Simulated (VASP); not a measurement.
# HgTe (R3m) in VASP: notebook, part 2 of 2

VASP 6.6.1. The steps go on from the part before.

## (5) Single point, PBE

INCAR

```
PREC = Accurate ; ENCUT = 520
EDIFF = 1E-6 ; ISMEAR = 0
SIGMA = 0.15 ; LREAL = F
LASPH = T ; NELM = 60
ALGO = Normal ; ISIF = 2
LWAVE = F ; LCHARG = F
GGA = PE ; NBANDS = 16
```

KPOINTS

```
regular mesh
0
Gamma
  14 14 14
```

POSCAR

```
HgTe
1.0
    0.0000000000      3.2235000000      3.2235000000
    3.2235000000      0.0000000000      3.2235000000
    3.2235000000      3.2235000000      0.0000000000
Hg Te
1 1
Direct
   -0.0022388331     -0.0022388331     -0.0022388331
    0.7500000000      0.7500000000      0.7500000000
```

Potentials or basis: VASP PAW PBE potentials, release 64 (Hg, Te).

On the command line:

```bash
$ cat potpaw_PBE.64/Hg/POTCAR potpaw_PBE.64/Te/POTCAR > POTCAR
$ mpirun -np 1 vasp_std > vasp.out
```

OUTCAR:

```text
PREC = Accurate
   ENCUT = 520
   EDIFF = 1E-6
   ISMEAR = 0
   LREAL = F
   LASPH = T
   NELM = 60
   ISIF = 2
   GGA = PE

 ion  position               nearest neighbor table
   1  0.998  0.998  0.998-   2 2.77   2 2.80   2 2.80   2 2.80
   2  0.750  0.750  0.750-   1 2.77   1 2.80   1 2.80   1 2.80

  LATTYP: Found a face centered cubic cell.
 ALAT       =     6.4470000000

  Lattice vectors:

 A1 = (   0.0000000000,   3.2235000000,   3.2235000000)
 A2 = (   3.2235000000,   0.0000000000,   3.2235000000)
 A3 = (   3.2235000000,   3.2235000000,   0.0000000000)

Analysis of symmetry for initial positions (statically):
=====================================================================
 Subroutine PRICEL returns:
 Original cell was already a primitive cell.

 Routine SETGRP: Setting up the symmetry group for a
 face centered cubic supercell.

 Subroutine GETGRP returns: Found  6 space group operations
 (whereof  6 operations were pure point group operations)
 out of a pool of 48 trial point group operations.

The static configuration has the point symmetry C_3v.

Analysis of symmetry for dynamics (positions and initial velocities):
=====================================================================
 Subroutine PRICEL returns:
 Original cell was already a primitive cell.

 Routine SETGRP: Setting up the symmetry group for a
 face centered cubic supercell.

 Subroutine GETGRP returns: Found  6 space group operations
 (whereof  6 operations were pure point group operations)
 out of a pool of 48 trial point group operations.

The dynamic configuration has the point symmetry C_3v.

 Subroutine INISYM returns: Found  6 space group operations
 (whereof  6 operations are pure point group operations),
 and found     1 'primitive' translations

----------------------------------------------------------------------------------------

                                     Primitive cell

  volume of cell :      66.9905

  direct lattice vectors                    reciprocal lattice vectors
     0.000000000  3.223500000  3.223500000    -0.155110904  0.155110904  0.155110904
     3.223500000  0.000000000  3.223500000     0.155110904 -0.155110904  0.155110904
     3.223500000  3.223500000  0.000000000     0.155110904  0.155110904 -0.155110904

  length of vectors
     4.558717418  4.558717418  4.558717418     0.268659967  0.268659967  0.268659967

  position of ions in fractional coordinates (direct lattice)
     0.997761167  0.997761167  0.997761167
     0.750000000  0.750000000  0.750000000

  ion indices of the primitive-cell ions
   primitive index   ion index
                 1           1
                 2           2

----------------------------------------------------------------------------------------

 KPOINTS: regular mesh

Automatic generation of k-mesh.
 Grid dimensions read from file:
 generate k-points for:   14   14   14

 Generating k-lattice:

  Cartesian coordinates                     Fractional coordinates (reciprocal lattice)
    -0.011079350  0.011079350  0.011079350     0.071428571  0.000000000  0.000000000
     0.011079350 -0.011079350  0.011079350     0.000000000  0.071428571  0.000000000
     0.011079350  0.011079350 -0.011079350     0.000000000  0.000000000  0.071428571

  Length of vectors
     0.019189998  0.019189998  0.019189998

  Shift w.r.t. Gamma in fractional coordinates (k-lattice)
     0.000000000  0.000000000  0.000000000

 Subroutine IBZKPT returns following result:
 ===========================================

 Found    288 irreducible k-points:

 Following reciprocal coordinates:
            Coordinates               Weight
  0.000000  0.000000  0.000000      1.000000
  0.071429  0.000000  0.000000      6.000000
  0.071429  0.071429  0.071429      2.000000
  0.142857  0.000000  0.000000      6.000000
  0.142857  0.142857  0.142857      2.000000
  0.214286  0.000000  0.000000      6.000000
[... 16 lines left out ...]
  0.285714  0.071429  0.000000     12.000000
  0.071429  0.071429 -0.214286      6.000000
 [... further k-points ...]
   k-points           NKPTS =    288   k-points in BZ     NKDIM =    288   number of bands    NBANDS=     16
   number of dos      NEDOS =    301   number of ions     NIONS =      2
   total plane-waves  NPLWV =  46656
   dimension x,y,z NGX =    36 NGY =   36 NGZ =   36
   dimension x,y,z NGXF=    72 NGYF=   72 NGZF=   72
   ions per type =               1   1
   NGX,Y,Z   is equivalent  to a cutoff of  13.13, 13.13, 13.13 a.u.
   NGXF,Y,Z  is equivalent  to a cutoff of  26.26, 26.26, 26.26 a.u.
 SYSTEM =  unknown system
   PREC   = accura    normal or accurate (medium, high low for compatibility)
   ISTART =      0    job   : 0-new  1-cont  2-samecut
   ICHARG =      2    charge: 1-file 2-atom 10-const
   ISPIN  =      1    spin polarized calculation?
   LNONCOLLINEAR =      F non collinear calculations
   LSORBIT =      F    spin-orbit coupling
   LASPH  =      T    aspherical Exc in radial PAW
   ENCUT  =  520.0 eV  38.22 Ry    6.18 a.u.   8.48  8.48  8.48*2*pi/ulx,y,z
   NELM   =     60;   NELMIN=  2; NELMDL= -5     # of ELM steps
   EDIFF  = 0.1E-05   stopping-criterion for ELM
   LREAL  =      F    real-space projection
   EDIFFG = 0.1E-04   stopping-criterion for IOM
   NSW    =      0    number of steps for IOM
   IBRION =     -1    ionic relax: 0-MD 1-quasi-New 2-CG
   NFREE  =      0    steps in history (QN), initial steepest desc. (CG)
   ISIF   =      2    stress and relaxation
   ISYM   =      2    0-nonsym 1-usesym 2-fastsym
   POTIM  = 0.5000    time-step for ionic-motion
   TEBEG  =    0.0;   TEEND  =   0.0 temperature during run
   PSTRESS=    0.0 pullay stress
   NELECT =      18.0000    total number of electrons
   NUPDOWN=      -1.0000    fix difference up-down
   EMIN   =  10.00;   EMAX   =-10.00  energy-range for DOS
   EFERMI =   0.00;   METHOD = LEGACY
   ISMEAR =     0;   SIGMA  =   0.15  broadening in eV -4-tet -1-fermi 0-gaus
   EFERMI_NEDOS =   21; number of points for ismear=-14 and -15
   IALGO  =     38    algorithm
   IMIX   =      4    mixing-type and parameters
     AMIX     =   0.40;   BMIX     =  1.00
     AMIX_MAG =   1.60;   BMIX_MAG =  1.00
  volume/ion in A,a.u.               =      33.50       226.04
  Fermi-wavevector in a.u.,A,eV,Ry     =   1.056399  1.996305 15.183815  1.115979
  Thomas-Fermi vector in A             =   2.191633
   LORBIT       =      0    0 simple, 1 ext, 2 COOP (PROOUT), +10 PAW based schemes
   GGA     = PE    functional components
   LHFCALC =     F    Hartree Fock is set to
   AEXX    =    0.0000 exact exchange contribution
   IVDW    =     0    specifies the selected vdW correction
   LEPSILON=     F    determine dielectric tensor
   LRPA    =     F    only Hartree local field effects (RPA)
 non-spin polarized calculation
 Gauss-broadening in eV      SIGMA  =   0.15
  energy-cutoff  :      520.00
  volume of cell :       66.99
 maximum number of plane-waves:      1829
 NGX is ok and might be reduce to    36
   NGX = 17   NGY = 17   NGZ = 17

 number of electron      18.0000000 magnetization

 Free energy of the ion-electron system (eV)
  ---------------------------------------------------
  ext. energy  EPLUGINS =         0.00000000
  ---------------------------------------------------
  free energy    TOTEN  =        -3.57135133 eV

  energy without entropy =       -3.57114737  energy(sigma->0) =       -3.57124935

 E-fermi :   3.3172     XC(G=0):  -8.7800

 val. band max:        3.1879017321   @ k =   0.0000   0.0000   0.0000
 cond. band min:       3.5563220590   @ k =   0.0714   0.0000   0.0000
 fundamental gap:      0.3684203270
 Fermi energy:         3.3171549869

 k-point     1 :       0.0000    0.0000    0.0000
  band No.  band energies     occupation
      1      -8.8643      2.00000
      2      -4.2454      2.00000
      3      -4.2076      2.00000
      4      -4.2076      2.00000
      5      -3.6801      2.00000
      6      -3.6801      2.00000
[... 8 lines left out ...]
     15      12.7410      0.00000
     16      12.7410      0.00000
[... 419 lines left out ...]
 k-point    24 :       0.0714    0.0714   -0.2143
  band No.  band energies     occupation
      1      -8.5499      2.00000
      2      -4.1681      2.00000
      3      -4.1219      2.00000
      4      -4.0266      2.00000
      5      -3.6908      2.00000
      6      -3.6645      2.00000
[... 8 lines left out ...]
     15      11.6110      0.00000
     16      12.2147      0.00000

 [... further k-points ...]

------------------------ aborting loop because EDIFF is reached ----------------------------------------

  FORCE on cell =-STRESS in cart. coord.  units (eV):
  Direction    XX          YY          ZZ          XY          YZ          ZX
  --------------------------------------------------------------------------------------
  -------------------------------------------------------------------------------------
  Total        1.7336692      1.7336692      1.7336692      0.1023823      0.1023823      0.1023823
  in kB       41.4632934     41.4632934     41.4632934      2.4486266      2.4486266      2.4486266
  external PRESSURE =      41.4632934 kB  Pullay stress =       0.0000000 kB

 VOLUME and BASIS-vectors are now :
 -----------------------------------------------------------------------------
  energy-cutoff  :      520.00
  volume of cell :       66.99
      direct lattice vectors                 reciprocal lattice vectors
     0.000000000  3.223500000  3.223500000    -0.155110904  0.155110904  0.155110904
     3.223500000  0.000000000  3.223500000     0.155110904 -0.155110904  0.155110904
     3.223500000  3.223500000  0.000000000     0.155110904  0.155110904 -0.155110904

 POSITION                                       TOTAL-FORCE (eV/Angst)
 -----------------------------------------------------------------------------------
      6.43257      6.43257      6.43257         0.064170      0.064170      0.064170
      4.83525      4.83525      4.83525        -0.064170     -0.064170     -0.064170
 -----------------------------------------------------------------------------------
    total drift:                               -0.000002     -0.000002     -0.000002

  FREE ENERGIE OF THE ION-ELECTRON SYSTEM (eV)
  ---------------------------------------------------
  free  energy   TOTEN  =        -3.5713513283 eV

  energy  without entropy=       -3.5711473727  energy(sigma->0) =       -3.57124935
```

Wall time 4.6 min (1 thread of Intel Xeon 6975P-C (Granite Rapids), shared host); peak memory 0.45 GiB.

What came out:

```yaml
Free_energy: -3.5714 eV
Pressure: 4.1 GPa
Largest_force: 0.111 eV/Å
Band_gap_on_the_k_mesh: zero (filled and empty bands touch)
```

Forces on the atoms (eV/Å):
```
Hg   0.064  0.064  0.064
Te  -0.064 -0.064 -0.064
```

Levels at points of the mesh, in eV from the Fermi level:
```
           k point  band 7  band 8  band 9  band 10  band 11  band 12
(0.00, 0.00, 0.00)   -0.84   -0.15   -0.13    -0.13     4.07     4.07
(0.50, 0.00, 0.00)   -5.66   -1.17   -1.10     0.55     4.82     4.94
(0.50, 0.50, 0.50)   -5.74   -1.16   -1.16     0.62     4.91     4.91
(0.50, 0.50, 0.00)   -5.61   -2.44   -2.44     1.76     2.33     8.11
```

Caveat: the cell differs from its parent crystal (all Hg atoms moved +0.025 Å, as atom 1 towards its neighbour atom 2 (Te) at 2.792 Å); spin-orbit coupling is left out, which moves the levels of the heavy elements.

## (6) Single point, PBE

INCAR

```
SYSTEM = HgTe
PREC = Accurate
ENCUT = 520
EDIFF = 1E-7
ISMEAR = 0
SIGMA = 0.15
LREAL = .FALSE.
LASPH = .TRUE.
NELM = 60
ALGO = Normal
ISIF = 2
LWAVE = .FALSE.
LCHARG = .FALSE.
GGA = PE
NBANDS = 16
```

KPOINTS

```
regular mesh
0
G
  14 14 14
  0 0 0
```

POSCAR, as its differences from that of step 5:

```diff
@@ -8,3 +8,3 @@
 Direct
-   -0.0022388331     -0.0022388331     -0.0022388331
+   -0.0089553322     -0.0089553322     -0.0089553322
     0.7500000000      0.7500000000      0.7500000000
```

Potentials or basis: VASP PAW PBE potentials, release 64 (Hg, Te).

On the command line:

```bash
$ cat potpaw_PBE.64/Hg/POTCAR potpaw_PBE.64/Te/POTCAR > POTCAR
$ mpirun -np 1 vasp_std > vasp.out
```

It took 4.4 min on 1 thread of Intel Xeon 6975P-C (Granite Rapids), shared host; peak memory 0.45 GiB.

It converged, with:

| Quantity | Value |
| --- | --- |
| Free energy | -3.5482 eV |
| Pressure | 4.4 GPa |
| Largest force | 0.530 eV/Å |
| Band gap on the k mesh | zero (filled and empty bands touch) |

Forces on the atoms (eV/Å):
```
Hg   0.306  0.306  0.306
Te  -0.306 -0.306 -0.306
```

Stress tensor (GPa, compression positive):
```
4.35 1.12 1.12
1.12 4.35 1.12
1.12 1.12 4.35
```

Levels at points of the mesh, in eV from the Fermi level:
| k point | band 7 | band 8 | band 9 | band 10 | band 11 | band 12 |
| --- | --- | --- | --- | --- | --- | --- |
| (0.00, 0.00, 0.00) | -0.87 | -0.20 | -0.12 | -0.12 | 4.03 | 4.03 |
| (0.50, 0.00, 0.00) | -5.61 | -1.26 | -0.99 | 0.50 | 4.62 | 5.09 |
| (0.50, 0.50, 0.50) | -5.90 | -1.23 | -1.23 | 0.77 | 4.96 | 4.96 |
| (0.50, 0.50, 0.00) | -5.62 | -2.45 | -2.44 | 1.73 | 2.34 | 8.10 |

Caveat: the cell differs from its parent crystal (all Hg atoms moved +0.100 Å, as atom 1 towards its neighbour atom 2 (Te) at 2.792 Å); spin-orbit coupling is left out, which moves the levels of the heavy elements.
